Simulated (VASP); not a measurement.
# PtSe2 (Cm) in VASP: single point with PBE+D3(BJ)

Aim: the single point of PtSe2 with PBE+D3(BJ).

All numbers are computed with VASP 6.6.1; they aren't measurements. Logs are shortened: lines on timing, memory, paths and dates and some standing lists are left out, and cuts for length are marked.

**1. The cell of the first run**

It takes space group Cm (No. 8, monoclinic). The conventional cell has a = 6.532 Å, b = 3.772 Å, c = 4.822 Å, α = 90.00°, β = 90.00°, γ = 90.00°. Pt (site symmetry m) has 6 Se at 2.33 to 2.64 Å within 3.1 Å. Within 3.3 Å of Se (site symmetry m) lie 3 Pt at 2.50 to 2.57 Å and 3 Se at 3.08 to 3.27 Å. Within 3.1 Å of Se (site symmetry m) lie 3 Pt at 2.33 to 2.64 Å and 2 Se at 3.08 Å.

**2. Single point, PBE+D3(BJ) (mode 5 frozen in at -0.090 Å and mode 8 at -0.080 Å (largest displacements))**

Contents of INCAR:

```
PREC = Accurate
ENCUT = 520
EDIFF = 1E-6
ISMEAR = 0
SIGMA = 0.15
LREAL = F
LASPH = T
NELM = 100
ALGO = Normal
ISIF = 2
LWAVE = F
LCHARG = F
GGA = PE
IVDW = 12
NBANDS = 18
```

Contents of KPOINTS:

```
Automatic mesh
0
Gamma
  12 12 8
```

Contents of POSCAR:

```
PtSe2
1.0
    3.7715031150      0.0000000000      0.0000000000
   -1.8857515575      3.2662175080      0.0000000000
    0.0000000000      0.0000000000      4.8219239451
Pt Se
1 2
Direct
   -0.0099149578     -0.0198299156      0.0000000000
    0.3318025106      0.6636050212      0.2655211092
    0.6926906531      0.3853813061      0.7344788908
```

Potentials or basis: VASP PAW PBE potentials, release 64 (Pt, Se).

Run with:

```console
$ cat potpaw_PBE.64/Pt/POTCAR potpaw_PBE.64/Se/POTCAR > POTCAR
$ mpirun -np 1 vasp_std > vasp.out
```

OUTCAR:

```text
PREC = Accurate
   ENCUT = 520
   EDIFF = 1E-6
   ISMEAR = 0
   LREAL = F
   LASPH = T
   NELM = 100
   ISIF = 2
   GGA = PE
   IVDW = 12
 IVDW          = 12

 ion  position               nearest neighbor table
   1  0.990  0.980  0.000-   3 2.33   2 2.50   2 2.50   2 2.57   3 2.64   3 2.64
   2  0.332  0.664  0.266-   1 2.50   1 2.50   1 2.57
   3  0.693  0.385  0.734-   1 2.33   1 2.64   1 2.64

  LATTYP: Found a hexagonal cell.
 ALAT       =     3.7715031150
 C/A-ratio  =     1.2785151697

  Lattice vectors:

 A1 = (   3.7715031150,   0.0000000000,   0.0000000000)
 A2 = (  -1.8857515575,   3.2662175080,   0.0000000000)
 A3 = (   0.0000000000,   0.0000000000,   4.8219239451)

Analysis of symmetry for initial positions (statically):
=====================================================================
 Subroutine PRICEL returns:
 Original cell was already a primitive cell.

 Routine SETGRP: Setting up the symmetry group for a
 hexagonal supercell.

 Subroutine GETGRP returns: Found  2 space group operations
 (whereof  2 operations were pure point group operations)
 out of a pool of 24 trial point group operations.

The static configuration has the point symmetry C_1h.

Analysis of symmetry for dynamics (positions and initial velocities):
=====================================================================
 Subroutine PRICEL returns:
 Original cell was already a primitive cell.

 Routine SETGRP: Setting up the symmetry group for a
 hexagonal supercell.

 Subroutine GETGRP returns: Found  2 space group operations
 (whereof  2 operations were pure point group operations)
 out of a pool of 24 trial point group operations.

The dynamic configuration has the point symmetry C_1h.

 Subroutine INISYM returns: Found  2 space group operations
 (whereof  2 operations are pure point group operations),
 and found     1 'primitive' translations

----------------------------------------------------------------------------------------

                                     Primitive cell

  volume of cell :      59.3991

  direct lattice vectors                    reciprocal lattice vectors
     3.771503115  0.000000000  0.000000000     0.265146274  0.153082273  0.000000000
    -1.885751557  3.266217508  0.000000000     0.000000000  0.306164546  0.000000000
     0.000000000  0.000000000  4.821923945     0.000000000  0.000000000  0.207386100

  length of vectors
     3.771503115  3.771503115  4.821923945     0.306164546  0.306164546  0.207386100

  position of ions in fractional coordinates (direct lattice)
     0.990085042  0.980170084  0.000000000
     0.331802511  0.663605021  0.265521109
     0.692690653  0.385381306  0.734478891

  ion indices of the primitive-cell ions
   primitive index   ion index
                 1           1
                 2           2
                 3           3

----------------------------------------------------------------------------------------

 KPOINTS: Automatic mesh

Automatic generation of k-mesh.
 Grid dimensions read from file:
 generate k-points for:   12   12    8

 Generating k-lattice:

  Cartesian coordinates                     Fractional coordinates (reciprocal lattice)
     0.022095523  0.012756856  0.000000000     0.083333333 -0.000000000  0.000000000
     0.000000000  0.025513712  0.000000000     0.000000000  0.083333333  0.000000000
     0.000000000  0.000000000  0.025923262     0.000000000  0.000000000  0.125000000

  Length of vectors
     0.025513712  0.025513712  0.025923262

  Shift w.r.t. Gamma in fractional coordinates (k-lattice)
     0.000000000  0.000000000  0.000000000

 Subroutine IBZKPT returns following result:
 ===========================================

 Found    320 irreducible k-points:

 Following reciprocal coordinates:
            Coordinates               Weight
  0.000000  0.000000  0.000000      1.000000
  0.083333  0.000000  0.000000      4.000000
  0.000000  0.083333  0.000000      2.000000
  0.166667  0.000000  0.000000      4.000000
  0.000000  0.166667  0.000000      2.000000
  0.250000  0.000000  0.000000      4.000000
[... 16 lines left out ...]
 -0.083333  0.416667  0.000000      4.000000
 -0.416667  0.333333  0.000000      4.000000
 [... further k-points ...]
   k-points           NKPTS =    320   k-points in BZ     NKDIM =    320   number of bands    NBANDS=     18
   number of dos      NEDOS =    301   number of ions     NIONS =      3
   total plane-waves  NPLWV =  28224
   dimension x,y,z NGX =    28 NGY =   28 NGZ =   36
   dimension x,y,z NGXF=    56 NGYF=   56 NGZF=   72
   ions per type =               1   2
   NGX,Y,Z   is equivalent  to a cutoff of  12.34, 12.34, 12.41 a.u.
   NGXF,Y,Z  is equivalent  to a cutoff of  24.68, 24.68, 24.82 a.u.
 SYSTEM =  unknown system
   PREC   = accura    normal or accurate (medium, high low for compatibility)
   ISTART =      0    job   : 0-new  1-cont  2-samecut
   ICHARG =      2    charge: 1-file 2-atom 10-const
   ISPIN  =      1    spin polarized calculation?
   LNONCOLLINEAR =      F non collinear calculations
   LSORBIT =      F    spin-orbit coupling
   LASPH  =      T    aspherical Exc in radial PAW
   ENCUT  =  520.0 eV  38.22 Ry    6.18 a.u.   7.01  7.01  8.97*2*pi/ulx,y,z
   NELM   =    100;   NELMIN=  2; NELMDL= -5     # of ELM steps
   EDIFF  = 0.1E-05   stopping-criterion for ELM
   LREAL  =      F    real-space projection
   EDIFFG = 0.1E-04   stopping-criterion for IOM
   NSW    =      0    number of steps for IOM
   IBRION =     -1    ionic relax: 0-MD 1-quasi-New 2-CG
   NFREE  =      0    steps in history (QN), initial steepest desc. (CG)
   ISIF   =      2    stress and relaxation
   ISYM   =      2    0-nonsym 1-usesym 2-fastsym
   POTIM  = 0.5000    time-step for ionic-motion
   TEBEG  =    0.0;   TEEND  =   0.0 temperature during run
   PSTRESS=    0.0 pullay stress
   NELECT =      22.0000    total number of electrons
   NUPDOWN=      -1.0000    fix difference up-down
   EMIN   =  10.00;   EMAX   =-10.00  energy-range for DOS
   EFERMI =   0.00;   METHOD = LEGACY
   ISMEAR =     0;   SIGMA  =   0.15  broadening in eV -4-tet -1-fermi 0-gaus
   EFERMI_NEDOS =   21; number of points for ismear=-14 and -15
   IALGO  =     38    algorithm
   IMIX   =      4    mixing-type and parameters
     AMIX     =   0.40;   BMIX     =  1.00
     AMIX_MAG =   1.60;   BMIX_MAG =  1.00
  volume/ion in A,a.u.               =      19.80       133.61
  Fermi-wavevector in a.u.,A,eV,Ry     =   1.175680  2.221713 18.806288  1.382223
  Thomas-Fermi vector in A             =   2.312056
   LORBIT       =      0    0 simple, 1 ext, 2 COOP (PROOUT), +10 PAW based schemes
   GGA     = PE    functional components
   LHFCALC =     F    Hartree Fock is set to
   AEXX    =    0.0000 exact exchange contribution
   IVDW    =    12    specifies the selected vdW correction
   LEPSILON=     F    determine dielectric tensor
   LRPA    =     F    only Hartree local field effects (RPA)
 non-spin polarized calculation
 Gauss-broadening in eV      SIGMA  =   0.15
  energy-cutoff  :      520.00
  volume of cell :       59.40
 maximum number of plane-waves:      1620
   NGX = 13   NGY = 13   NGZ = 17

 number of electron      21.9999999 magnetization

 Free energy of the ion-electron system (eV)
  ---------------------------------------------------
  ext. energy  EPLUGINS =         0.00000000
  ---------------------------------------------------
  free energy    TOTEN  =       -13.95627428 eV

  energy without entropy =      -13.94658811  energy(sigma->0) =      -13.95143120

 E-fermi :   6.7029     XC(G=0): -10.8184

 val. band max:        6.6967862882   @ k =   0.3333   0.3333   0.0000
 cond. band min:       6.7040789411   @ k =   0.3333  -0.2500   0.2500
 fundamental gap:      0.0072926529
 Fermi energy:         6.7029247658

 k-point     1 :       0.0000    0.0000    0.0000
  band No.  band energies     occupation
      1      -8.9923      2.00000
      2      -5.9052      2.00000
      3      -0.4608      2.00000
      4       0.4348      2.00000
      5       0.5520      2.00000
      6       2.7745      2.00000
[... 10 lines left out ...]
     17      14.5533      0.00000
     18      18.1360      0.00000

 k-point     2 :       0.0833    0.0000    0.0000
  band No.  band energies     occupation
      1      -8.9186      2.00000
      2      -5.9469      2.00000
      3      -0.3717      2.00000
      4       0.4546      2.00000
      5       0.6400      2.00000
      6       2.6261      2.00000
[... 10 lines left out ...]
     17      14.6608      0.00000
     18      17.1440      0.00000

 k-point     3 :       0.0000    0.0833    0.0000
  band No.  band energies     occupation
      1      -8.9175      2.00000
      2      -5.9492      2.00000
      3      -0.3620      2.00000
      4       0.5187      2.00000
      5       0.6085      2.00000
      6       2.6378      2.00000
[... 10 lines left out ...]
     17      14.2353      0.00000
     18      16.9348      0.00000

 k-point     4 :       0.1667    0.0000    0.0000
  band No.  band energies     occupation
      1      -8.7044      2.00000
      2      -6.0647      2.00000
      3      -0.1193      2.00000
      4       0.5502      2.00000
      5       0.8471      2.00000
      6       2.3003      2.00000
[... 10 lines left out ...]
     17      15.0770      0.00000
     18      16.0274      0.00000

 k-point     5 :       0.0000    0.1667    0.0000
  band No.  band energies     occupation
      1      -8.7011      2.00000
      2      -6.0683      2.00000
      3      -0.0756      2.00000
      4       0.7528      2.00000
      5       0.7692      2.00000
      6       2.1408      2.00000
[... 10 lines left out ...]
     17      14.4521      0.00000
     18      15.5983      0.00000

 k-point     6 :       0.2500    0.0000    0.0000
  band No.  band energies     occupation
      1      -8.3706      2.00000
      2      -6.2420      2.00000
      3       0.2390      2.00000
      4       0.7189      2.00000
      5       1.0502      2.00000
      6       1.8002      2.00000
[... 10 lines left out ...]
     17      15.0191      0.00000
     18      15.3625      0.00000

 k-point     7 :       0.0000    0.2500    0.0000
  band No.  band energies     occupation
      1      -8.3683      2.00000
      2      -6.2338      2.00000
      3       0.3580      2.00000
      4       0.9970      2.00000
      5       1.0027      2.00000
      6       1.3947      2.00000
[... 10 lines left out ...]
     17      14.7242      0.00000
     18      15.0098      0.00000

 k-point     8 :       0.3333    0.0000    0.0000
  band No.  band energies     occupation
      1      -7.9548      2.00000
      2      -6.4674      2.00000
      3       0.4375      2.00000
      4       0.7162      2.00000
      5       1.0624      2.00000
      6       1.8615      2.00000
[... 10 lines left out ...]
     17      14.6440      0.00000
     18      15.4388      0.00000
[... 229 lines left out ...]
     17      14.6293      0.00000
     18      15.6432      0.00000

 k-point    20 :      -0.0833    0.3333    0.0000
  band No.  band energies     occupation
      1      -8.1293      2.00000
      2      -6.3416      2.00000
      3       0.5569      2.00000
      4       0.7772      2.00000
      5       1.1865      2.00000
      6       1.4274      2.00000
[... 10 lines left out ...]
     17      14.7841      0.00000
     18      15.1891      0.00000

 k-point    21 :      -0.3333    0.2500    0.0000
  band No.  band energies     occupation
      1      -8.1254      2.00000
      2      -6.3680      2.00000
      3       0.4038      2.00000
      4       0.7791      2.00000
      5       1.0692      2.00000
      6       1.6521      2.00000
[... 10 lines left out ...]
     17      14.8331      0.00000
     18      15.6348      0.00000

 k-point    22 :       0.3333    0.0833    0.0000
  band No.  band energies     occupation
      1      -7.7008      2.00000
      2      -6.5966      2.00000
      3       0.2132      2.00000
      4       0.7900      2.00000
      5       1.2666      2.00000
      6       1.9803      2.00000
[... 10 lines left out ...]
     17      15.2843      0.00000
     18      15.6132      0.00000

 k-point    23 :      -0.0833    0.4167    0.0000
  band No.  band energies     occupation
      1      -7.7352      2.00000
      2      -6.5178      2.00000
      3      -0.1254      2.00000
      4       1.1068      2.00000
      5       1.4904      2.00000
      6       1.7887      2.00000
[... 10 lines left out ...]
     17      14.7980      0.00000
     18      15.7671      0.00000

 k-point    24 :      -0.4167    0.3333    0.0000
  band No.  band energies     occupation
      1      -7.6942      2.00000
      2      -6.6106      2.00000
      3       0.2703      2.00000
      4       0.6976      2.00000
      5       1.2338      2.00000
      6       1.9070      2.00000
[... 10 lines left out ...]
     17      15.2695      0.00000
     18      15.7994      0.00000

 [... further k-points ...]

------------------------ aborting loop because EDIFF is reached ----------------------------------------

 Edisp (eV)   -1.47050

 E8    (eV) :    -0.6319

  FORCE on cell =-STRESS in cart. coord.  units (eV):
  Direction    XX          YY          ZZ          XY          YZ          ZX
  --------------------------------------------------------------------------------------
  -------------------------------------------------------------------------------------
  Total      -0.21058     1.96504     0.81027     0.00000     2.05909     0.00000
  in kB      -5.67998    53.00327    21.85542     0.00000    55.53992     0.00000
  external pressure =       23.06 kB  Pullay stress =        0.00 kB

 VOLUME and BASIS-vectors are now :
 -----------------------------------------------------------------------------
  energy-cutoff  :      520.00
  volume of cell :       59.40
      direct lattice vectors                 reciprocal lattice vectors
     3.771503115  0.000000000  0.000000000     0.265146274  0.153082273  0.000000000
    -1.885751557  3.266217508  0.000000000     0.000000000  0.306164546  0.000000000
     0.000000000  0.000000000  4.821923945     0.000000000  0.000000000  0.207386100

 POSITION                                       TOTAL-FORCE (eV/Angst)
 -----------------------------------------------------------------------------------
      1.88575      3.20145      0.00000         0.000000      2.476226      0.490762
      0.00000      2.16748      1.28032        -0.000000     -0.325390      0.105822
      1.88575      1.25874      3.54160         0.000000     -2.150837     -0.596583
 -----------------------------------------------------------------------------------
    total drift:                               -0.000000      0.000220     -0.000011

  FREE ENERGIE OF THE ION-ELECTRON SYSTEM (eV)
  ---------------------------------------------------
  free  energy   TOTEN  =       -15.4267717223 eV

  energy  without entropy=      -15.4170855508  energy(sigma->0) =      -15.42192864
```

Run time: 3.8 min. Hardware: 1 thread of Intel Xeon Platinum 8259CL at 2.50GHz (Skylake/Cascade Lake), shared host; peak memory 0.45 GiB.

What came out:

```
Free energy                : -15.4268 eV
Pressure                   : 2.3 GPa
Largest force              : 2.524 eV/Å
Band gap on the k mesh     : zero (band 11 reaches 7.28 eV, above the bottom of band 12 at 6.61 eV)
Dispersion energy per atom : -0.490 eV
```

Forces in eV/Å, atoms in the order of the input:
```
Pt   0.000  2.476  0.491
Se   0.000 -0.325  0.106
Se   0.000 -2.151 -0.597
```

Caveat: the cell differs from its parent crystal (mode 5 frozen in at -0.090 Å and mode 8 at -0.080 Å (largest displacements)); spin-orbit coupling is left out, which moves the levels of the heavy elements; pairwise dispersion overbinds metals, which lowers pressure and volume; forces of over 1 eV/Å act on the atoms, so gaps and moduli don't describe the material at rest.
